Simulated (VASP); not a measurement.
# LiF (Fm-3m) in VASP: a series of runs

Aim: see how the results for LiF move with the level of theory and the settings. Levels: r2SCAN, LDA. Tasks: single point, relaxation of cell and atoms.

Program: VASP 6.6.1. These are calculated values, not measurements. Logs are shortened: lines on timing, memory, paths and dates and some standing lists are left out, and cuts for length are marked.

## Step 1: The cell of the first run

The structure is cubic, space group Fm-3m (No. 225). Conventional cell: a = 3.990 Å, b = 3.990 Å, c = 3.990 Å, α = 90.00°, β = 90.00°, γ = 90.00°. Within 2.6 Å of Li (site symmetry m-3m) lie 6 F at 1.99 Å. F (site symmetry m-3m) has 6 Li at 1.99 Å within 2.6 Å.

## Step 2: Single point, r2SCAN

POSCAR

```
LiF
1.0
    0.0000000000      1.9948985812      1.9948985812
    1.9948985812      0.0000000000      1.9948985812
    1.9948985812      1.9948985812      0.0000000000
Li F
1 1
Direct
    0.0000000000      0.0000000000      0.0000000000
    0.5000000000      0.5000000000      0.5000000000
```

INCAR.step1

```
SYSTEM = LiF
ALGO     = Normal         ! electronic algorithm
EDIFF    = 1E-4           ! SCF threshold, eV
ENCUT    = 520            ! plane-wave cutoff, eV
GGA      = PE             ! functional
ISMEAR   = -1             ! smearing method
LASPH    = .TRUE.         ! aspherical terms in the spheres
LCHARG   = .FALSE.        ! write CHGCAR
LREAL    = .FALSE.        ! projectors in reciprocal space
LWAVE    = .TRUE.         ! write WAVECAR
NBANDS   = 12             ! bands
NELM     = 100            ! most SCF steps
PREC     = Accurate       ! precision mode
SIGMA    = 0.005          ! smearing width, eV
```

INCAR.step2

```
SYSTEM = LiF
ALGO     = Normal         ! electronic algorithm
EDIFF    = 1E-7           ! SCF threshold, eV
ENCUT    = 520            ! plane-wave cutoff, eV
ISIF     = 2              ! what is computed and relaxed
ISMEAR   = -1             ! smearing method
ISTART   = 1            
LASPH    = .TRUE.         ! aspherical terms in the spheres
LCHARG   = .FALSE.        ! write CHGCAR
LMIXTAU  = .TRUE.       
LREAL    = .FALSE.        ! projectors in reciprocal space
LWAVE    = .FALSE.        ! write WAVECAR
METAGGA  = R2SCAN         ! meta-GGA
NBANDS   = 12             ! bands
NELM     = 100            ! most SCF steps
PREC     = Accurate       ! precision mode
SIGMA    = 0.005          ! smearing width, eV
```

KPOINTS

```
k-points
0
G
  10 10 10
  0 0 0
```

Potentials or basis: VASP PAW PBE potentials, release 64 (Li_sv, F).

Command:

```bash
cat potpaw_PBE.64/Li_sv/POTCAR potpaw_PBE.64/F/POTCAR > POTCAR
cp INCAR.step1 INCAR
mpirun -np 1 vasp_std > vasp.out
cp INCAR.step2 INCAR
mpirun -np 1 vasp_std > vasp.out
```

OUTCAR:

```text
SYSTEM = LiF
   EDIFF = 1E-7
   ENCUT = 520
   ISIF = 2
   ISMEAR = -1
   ISTART = 1
   LASPH = .TRUE.
   LREAL = .FALSE.
   METAGGA = R2SCAN
   NELM = 100
   PREC = Accurate

 ion  position               nearest neighbor table
   1  0.000  0.000  0.000-   2 1.99   2 1.99   2 1.99   2 1.99   2 1.99   2 1.99
   2  0.500  0.500  0.500-   1 1.99   1 1.99   1 1.99   1 1.99   1 1.99   1 1.99

  LATTYP: Found a face centered cubic cell.
 ALAT       =     3.9897971624

  Lattice vectors:

 A1 = (   0.0000000000,   1.9948985812,   1.9948985812)
 A2 = (   1.9948985812,   0.0000000000,   1.9948985812)
 A3 = (   1.9948985812,   1.9948985812,   0.0000000000)

Analysis of symmetry for initial positions (statically):
=====================================================================
 Subroutine PRICEL returns:
 Original cell was already a primitive cell.

 Routine SETGRP: Setting up the symmetry group for a
 face centered cubic supercell.

 Subroutine GETGRP returns: Found 48 space group operations
 (whereof 48 operations were pure point group operations)
 out of a pool of 48 trial point group operations.

The static configuration has the point symmetry O_h .

Analysis of symmetry for dynamics (positions and initial velocities):
=====================================================================
 Subroutine PRICEL returns:
 Original cell was already a primitive cell.

 Routine SETGRP: Setting up the symmetry group for a
 face centered cubic supercell.

 Subroutine GETGRP returns: Found 48 space group operations
 (whereof 48 operations were pure point group operations)
 out of a pool of 48 trial point group operations.

The dynamic configuration has the point symmetry O_h .

 Subroutine INISYM returns: Found 48 space group operations
 (whereof 48 operations are pure point group operations),
 and found     1 'primitive' translations

----------------------------------------------------------------------------------------

                                     Primitive cell

  volume of cell :      15.8779

  direct lattice vectors                    reciprocal lattice vectors
     0.000000000  1.994898581  1.994898581    -0.250639308  0.250639308  0.250639308
     1.994898581  0.000000000  1.994898581     0.250639308 -0.250639308  0.250639308
     1.994898581  1.994898581  0.000000000     0.250639308  0.250639308 -0.250639308

  length of vectors
     2.821212629  2.821212629  2.821212629     0.434120016  0.434120016  0.434120016

  position of ions in fractional coordinates (direct lattice)
     0.000000000  0.000000000  0.000000000
     0.500000000  0.500000000  0.500000000

  ion indices of the primitive-cell ions
   primitive index   ion index
                 1           1
                 2           2

----------------------------------------------------------------------------------------

 KPOINTS: k-points

Automatic generation of k-mesh.
 Grid dimensions read from file:
 generate k-points for:   10   10   10

 Generating k-lattice:

  Cartesian coordinates                     Fractional coordinates (reciprocal lattice)
    -0.025063931  0.025063931  0.025063931     0.100000000  0.000000000  0.000000000
     0.025063931 -0.025063931  0.025063931     0.000000000  0.100000000  0.000000000
     0.025063931  0.025063931 -0.025063931     0.000000000  0.000000000  0.100000000

  Length of vectors
     0.043412002  0.043412002  0.043412002

  Shift w.r.t. Gamma in fractional coordinates (k-lattice)
     0.000000000  0.000000000  0.000000000

 Subroutine IBZKPT returns following result:
 ===========================================

 Found     47 irreducible k-points:

 Following reciprocal coordinates:
            Coordinates               Weight
  0.000000  0.000000  0.000000      1.000000
  0.100000  0.000000  0.000000      8.000000
  0.200000  0.000000  0.000000      8.000000
  0.300000  0.000000  0.000000      8.000000
  0.400000  0.000000  0.000000      8.000000
  0.500000  0.000000  0.000000      4.000000
[... 16 lines left out ...]
  0.300000  0.300000  0.000000      6.000000
[... 50 lines left out ...]
     12      27.1750      0.00000

 k-point     4 :       0.3000    0.0000    0.0000
  band No.  band energies     occupation
      1     -43.4334      2.00000
      2     -22.3627      2.00000
      3      -3.2357      2.00000
      4      -1.6331      2.00000
      5      -1.6331      2.00000
      6      10.4628      0.00000
      7      17.4768      0.00000
      8      20.3729      0.00000
      9      20.3736      0.00000
     10      28.6106      0.00000
     11      28.7180      0.00000
     12      28.7181      0.00000

 k-point     5 :       0.4000    0.0000    0.0000
  band No.  band energies     occupation
      1     -43.4172      2.00000
      2     -22.2500      2.00000
      3      -3.8241      2.00000
      4      -1.6941      2.00000
      5      -1.6941      2.00000
      6      10.5627      0.00000
      7      17.0543      0.00000
      8      19.5108      0.00000
      9      19.5115      0.00000
     10      30.2643      0.00000
     11      30.5897      0.00000
     12      30.5899      0.00000
[... 228 lines left out ...]
      1     -43.4124      2.00000
      2     -22.1800      2.00000
      3      -3.5116      2.00000
      4      -2.6671      2.00000
      5      -1.7319      2.00000
      6      11.8193      0.00000
      7      15.9058      0.00000
      8      19.8206      0.00000
      9      20.0133      0.00000
     10      29.3163      0.00000
     11      29.4541      0.00000
     12      30.2733      0.00000

 k-point    22 :      -0.2000    0.2000    0.0000
  band No.  band energies     occupation
      1     -43.4272      2.00000
      2     -22.3018      2.00000
      3      -3.0912      2.00000
      4      -2.3721      2.00000
      5      -1.5901      2.00000
      6      11.2003      0.00000
      7      16.6494      0.00000
      8      20.3678      0.00000
      9      20.4354      0.00000
     10      27.3795      0.00000
     11      28.5017      0.00000
     12      30.6186      0.00000

 k-point    23 :       0.3000    0.3000    0.0000
  band No.  band energies     occupation
      1     -43.4218      2.00000
      2     -22.2169      2.00000
      3      -3.4164      2.00000
      4      -2.1628      2.00000
      5      -2.1628      2.00000
      6      12.2688      0.00000
      7      17.6395      0.00000
      8      19.5666      0.00000
      9      20.9298      0.00000
     10      20.9302      0.00000
     11      35.0236      0.00000
     12      35.4813      0.00000

 k-point    24 :       0.4000    0.3000    0.0000
  band No.  band energies     occupation
      1     -43.4099      2.00000
      2     -22.1045      2.00000
      3      -3.8571      2.00000
      4      -2.3810      2.00000
      5      -2.2670      2.00000
      6      13.0995      0.00000
      7      16.5899      0.00000
      8      19.0594      0.00000
      9      20.6838      0.00000
     10      21.6932      0.00000
     11      34.8535      0.00000
     12      35.4710      0.00000

 [... further k-points ...]

------------------------ aborting loop because EDIFF is reached ----------------------------------------

  FORCE on cell =-STRESS in cart. coord.  units (eV):
  Direction    XX          YY          ZZ          XY          YZ          ZX
  --------------------------------------------------------------------------------------
  -------------------------------------------------------------------------------------
  Total       -0.0759799     -0.0759799     -0.0759799      0.0000000      0.0000000      0.0000000
  in kB       -7.6668492     -7.6668492     -7.6668492      0.0000000      0.0000000      0.0000000
  external PRESSURE =      -7.6668492 kB  Pullay stress =       0.0000000 kB

 VOLUME and BASIS-vectors are now :
 -----------------------------------------------------------------------------
  energy-cutoff  :      520.00
  volume of cell :       15.88
      direct lattice vectors                 reciprocal lattice vectors
     0.000000000  1.994898581  1.994898581    -0.250639308  0.250639308  0.250639308
     1.994898581  0.000000000  1.994898581     0.250639308 -0.250639308  0.250639308
     1.994898581  1.994898581  0.000000000     0.250639308  0.250639308 -0.250639308

 POSITION                                       TOTAL-FORCE (eV/Angst)
 -----------------------------------------------------------------------------------
      0.00000      0.00000      0.00000        -0.000000     -0.000000     -0.000000
      1.99490      1.99490      1.99490         0.000000      0.000000      0.000000
 -----------------------------------------------------------------------------------
    total drift:                               -0.000000     -0.000000      0.000000

  FREE ENERGIE OF THE ION-ELECTRON SYSTEM (eV)
  ---------------------------------------------------
  free  energy   TOTEN  =       -11.9031590808 eV

  energy  without entropy=      -11.9031590808  energy(sigma->0) =      -11.90315908
```

Wall time 16 s (1 thread of Intel Xeon 6975P-C (Granite Rapids), shared host); peak memory 0.13 GiB.

Results:

| Item | Value |
| --- | --- |
| Free energy | -11.9032 eV |
| Band gap on the k mesh | 10.55 eV |

Levels at points of the mesh, in eV from the valence-band top:
```csv
k point,band 3,band 4,band 5,band 6,band 7,band 8
"(0.00, 0.00, 0.00)",0.00,0.00,0.00,10.55,25.77,25.77
"(0.50, 0.00, 0.00)",-2.58,-0.25,-0.25,11.99,18.50,20.68
"(0.50, 0.50, 0.00)",-3.13,-1.05,-1.05,16.35,17.59,19.49
```

Caveat: the cutoff is under 1.25 times the usual one of these potentials, so pressure, stress and relaxed cells hold a basis-set (Pulay) error; the PAW data sets were made with another functional, which shifts forces and pressure a little. A k mesh can miss the band edges.

## Step 3: Single point, LDA

This run uses another cell than the first one, of 7.47 Å³/atom.

INCAR

```
ALGO = Normal
EDIFF = 1E-6
ENCUT = 520
GGA = CA
ISIF = 2
ISMEAR = -1
LASPH = True
LCHARG = True
LELF = True
LREAL = False
LVHAR = True
LWAVE = False
NBANDS = 12
NELM = 100
PREC = Accurate
SIGMA = 0.1
```

KPOINTS

```
k-points
0
Gamma
  16 16 16
```

POSCAR

```
LiF
1.0
    0.0000000000      1.9544626758      1.9544626758
    1.9544626758      0.0000000000      1.9544626758
    1.9544626758      1.9544626758      0.0000000000
Li F
1 1
Direct
    0.0000000000      0.0000000000      0.0000000000
    0.5000000000      0.5000000000      0.5000000000
```

Potentials or basis: VASP PAW LDA potentials, release 64 (Li_sv, F).

Command:

```bash
cat potpaw_LDA.64/Li_sv/POTCAR potpaw_LDA.64/F/POTCAR > POTCAR
mpirun -np 1 vasp_std > vasp.out
```

Run time: 8.4 s. Hardware: 1 thread of Intel Xeon 6975P-C (Granite Rapids), shared host; peak memory 0.13 GiB.

Results (log left out):

```yaml
Free_energy: -10.5003 eV
Band_gap_on_the_k_mesh: 9.69 eV
```

Levels at points of the mesh, in eV from the valence-band top:
```csv
k point,band 2,band 3,band 4,band 5,band 6,band 7,band 8,band 9
"(0.00, 0.00, 0.00)",-19.83,0.00,0.00,0.00,9.69,24.63,24.63,24.63
"(0.50, 0.00, 0.00)",-19.32,-2.86,-0.27,-0.27,10.84,17.46,19.11,19.11
"(0.50, 0.50, 0.00)",-18.95,-3.54,-1.18,-1.18,15.27,16.44,18.27,20.82
```

Caveat: the cutoff is under 1.25 times the usual one of these potentials, so pressure, stress and relaxed cells hold a basis-set (Pulay) error. A k mesh can miss the band edges.

## Step 4: Relaxation of cell and atoms, r2SCAN

This run uses another cell than the first one, of 8.17 Å³/atom.

POSCAR

```
LiF
1.0
    0.0000000000      2.0140000000      2.0140000000
    2.0140000000      0.0000000000      2.0140000000
    2.0140000000      2.0140000000      0.0000000000
Li F
1 1
Direct
    0.0000000000      0.0000000000      0.0000000000
    0.5000000000      0.5000000000      0.5000000000
```

INCAR.step1

```
SYSTEM = LiF
PREC = Accurate
ENCUT = 600
ISMEAR = -1
SIGMA = 0.005
LREAL = .FALSE.
LASPH = .TRUE.
NELM = 80
GGA = PE
ALGO = Normal
EDIFF = 1E-4
LWAVE = .TRUE.
LCHARG = .FALSE.
```

INCAR.step2

```
SYSTEM = LiF
PREC = Accurate
ENCUT = 600
EDIFF = 1E-7
ISMEAR = -1
SIGMA = 0.005
LREAL = .FALSE.
LASPH = .TRUE.
NELM = 80
ALGO = Normal
ISIF = 3
LWAVE = .FALSE.
LCHARG = .FALSE.
METAGGA = R2SCAN
LMIXTAU = .TRUE.
IBRION = 2
NSW = 100
EDIFFG = -0.002
ISTART = 1
```

KPOINTS

```
Automatic mesh
0
G
  10 10 10
  0 0 0
```

Potentials or basis: VASP PAW PBE potentials, release 64 (Li_sv, F).

Command:

```bash
cat potpaw_PBE.64/Li_sv/POTCAR potpaw_PBE.64/F/POTCAR > POTCAR
cp INCAR.step1 INCAR
mpirun -np 1 vasp_std > vasp.out
cp INCAR.step2 INCAR
mpirun -np 1 vasp_std > vasp.out
```

Run time: 62 s. Hardware: 1 thread of Intel Xeon 6975P-C (Granite Rapids), shared host; peak memory 0.14 GiB.

It converged, with:

```yaml
Free_energy: -11.9111 eV
Relaxed_volume: 7.84 Å³/atom
Relaxed_cell: a = 2.810 Å, b = 2.810 Å, c = 2.810 Å, α = 60.00°, β = 60.00°, γ = 60.00°
Space_group_after_relaxing_to_0.1_Å: Fm-3m (No. 225)
Energy_gained_by_relaxing: 3.7 meV/atom
Ionic_steps: 4
Pressure_after_relaxing: 0.0 GPa
Band_gap_on_the_k_mesh: 10.67 eV
```

The path:
```tsv
step	energy change (eV)	largest force (eV/Å)	pressure (GPa)	volume (Å³)
1	0.0000	0.0000	-3.25	16.34
2	-0.0060	0.0000	-1.48	15.95
3	-0.0072	0.0000	-0.38	15.75
4	-0.0073	0.0000	-0.01	15.68
```

Final structure:
```cif
data_structure
_symmetry_space_group_name_H-M 'P 1'
_symmetry_Int_Tables_number 1
_cell_length_a 2.8097
_cell_length_b 2.8097
_cell_length_c 2.8097
_cell_angle_alpha 60.000
_cell_angle_beta 60.000
_cell_angle_gamma 60.000
_cell_volume 15.68
loop_
_atom_site_label
_atom_site_type_symbol
_atom_site_fract_x
_atom_site_fract_y
_atom_site_fract_z
_atom_site_occupancy
Li1 Li 0.00000 0.00000 0.00000 1
F1 F 0.50000 0.50000 0.50000 1
```

Levels at points of the mesh, in eV from the valence-band top:
```tsv
k point	band 1	band 2	band 3	band 4	band 5	band 6	band 7	band 8	band 9
(0.00, 0.00, 0.00)	-41.98	-21.21	0.00	0.00	0.00	10.67	25.90	25.90	25.90
(0.50, 0.00, 0.00)	-41.91	-20.77	-2.61	-0.26	-0.26	12.07	18.66	20.78	20.78
(0.50, 0.50, 0.00)	-41.89	-20.48	-3.18	-1.07	-1.07	16.47	17.66	19.65	22.44
```

Caveat: the cutoff is under 1.25 times the usual one of these potentials, so pressure, stress and relaxed cells hold a basis-set (Pulay) error; the PAW data sets were made with another functional, which shifts forces and pressure a little.

## Step 5: Relaxation of cell and atoms, LDA

This run uses another cell than the first one, of 8.17 Å³/atom.

INCAR

```
SYSTEM = LiF
PREC = Accurate ; ENCUT = 600
EDIFF = 1E-7 ; ISMEAR = -1
SIGMA = 0.1 ; LREAL = .False.
LASPH = .True. ; NELM = 100
ALGO = Normal ; ISIF = 3
LWAVE = .False. ; LCHARG = .False.
GGA = CA ; IBRION = 2
NSW = 100 ; EDIFFG = -0.002
```

KPOINTS

```
Automatic mesh
0
Gamma
  16 16 16
  0 0 0
```

POSCAR is that of step 4.

Potentials or basis: VASP PAW LDA potentials, release 64 (Li_sv, F).

Command:

```bash
cat potpaw_LDA.64/Li_sv/POTCAR potpaw_LDA.64/F/POTCAR > POTCAR
mpirun -np 1 vasp_std > vasp.out
```

Run time: 21 s. Hardware: 1 thread of Intel Xeon 6975P-C (Granite Rapids), shared host; peak memory 0.14 GiB.

Results (log left out):

```
Free energy                           : -10.5107 eV
Relaxed volume                        : 7.40 Å³/atom
Relaxed cell                          : a = 2.755 Å, b = 2.755 Å, c = 2.755 Å, α = 60.00°, β = 60.00°, γ = 60.00°
Space group after relaxing (to 0.1 Å) : Fm-3m (No. 225)
Energy gained by relaxing             : 18.5 meV/atom
Ionic steps                           : 4
Pressure after relaxing               : 0.0 GPa
Band gap on the k mesh                : 9.78 eV
```

The path:
| step | energy change (eV) | largest force (eV/Å) | pressure (GPa) | volume (Å³) |
| --- | --- | --- | --- | --- |
| 1 | 0.0000 | 0.0000 | -7.04 | 16.34 |
| 2 | -0.0284 | 0.0000 | -3.72 | 15.50 |
| 3 | -0.0370 | 0.0000 | -0.40 | 14.86 |
| 4 | -0.0371 | 0.0000 | 0.02 | 14.79 |

Final structure:
```
Li F
1.0
     0.00000    1.94827    1.94827
     1.94827    0.00000    1.94827
     1.94827    1.94827    0.00000
Li F
1 1
Direct
  0.00000 0.00000 0.00000
  0.50000 0.50000 0.50000
```

Levels at points of the mesh, in eV from the valence-band top:
| k point | band 2 | band 3 | band 4 | band 5 | band 6 | band 7 | band 8 | band 9 |
| --- | --- | --- | --- | --- | --- | --- | --- | --- |
| (0.00, 0.00, 0.00) | -19.86 | 0.00 | 0.00 | 0.00 | 9.78 | 24.76 | 24.76 | 24.76 |
| (0.50, 0.00, 0.00) | -19.34 | -2.90 | -0.27 | -0.27 | 10.90 | 17.58 | 19.19 | 19.19 |
| (0.50, 0.50, 0.00) | -18.96 | -3.58 | -1.19 | -1.19 | 15.37 | 16.48 | 18.38 | 20.94 |

Caveat: the cutoff is under 1.25 times the usual one of these potentials, so pressure, stress and relaxed cells hold a basis-set (Pulay) error. LDA usually gives volumes a few per cent too small.

## Step 6: Overview

```csv
task,level,potentials or basis,cell,k mesh,cutoff (eV),smearing,gap on the mesh (eV),pressure (GPa),relaxed volume (Å³/atom)
single point,r2SCAN,"VASP PAW PBE potentials, release 64 (Li_sv, F)","a = 2.821 Å, angles 60.0°, 2 atoms",10 × 10 × 10,520,fermi-dirac 0.005 eV,10.55,-,-
single point,LDA,"VASP PAW LDA potentials, release 64 (Li_sv, F)","a = 2.764 Å, angles 60.0°, 2 atoms",16 × 16 × 16,520,fermi-dirac 0.1 eV,9.69,-,-
relaxation of cell and atoms,r2SCAN,"VASP PAW PBE potentials, release 64 (Li_sv, F)","relaxed from a = 2.848 Å, angles 60.0°, 2 atoms",10 × 10 × 10,600,fermi-dirac 0.005 eV,10.67,0.0,7.84
relaxation of cell and atoms,LDA,"VASP PAW LDA potentials, release 64 (Li_sv, F)","relaxed from a = 2.848 Å, angles 60.0°, 2 atoms",16 × 16 × 16,600,fermi-dirac 0.1 eV,9.78,0.0,7.40
```

Alike in all rows: no spin polarisation.

Caveats: the cutoff is under 1.25 times the usual one of these potentials, so pressure, stress and relaxed cells hold a basis-set (Pulay) error; the PAW data sets were made with another functional, which shifts forces and pressure a little (at least some runs).

Absolute energies hang on the potentials; compare differences alone.
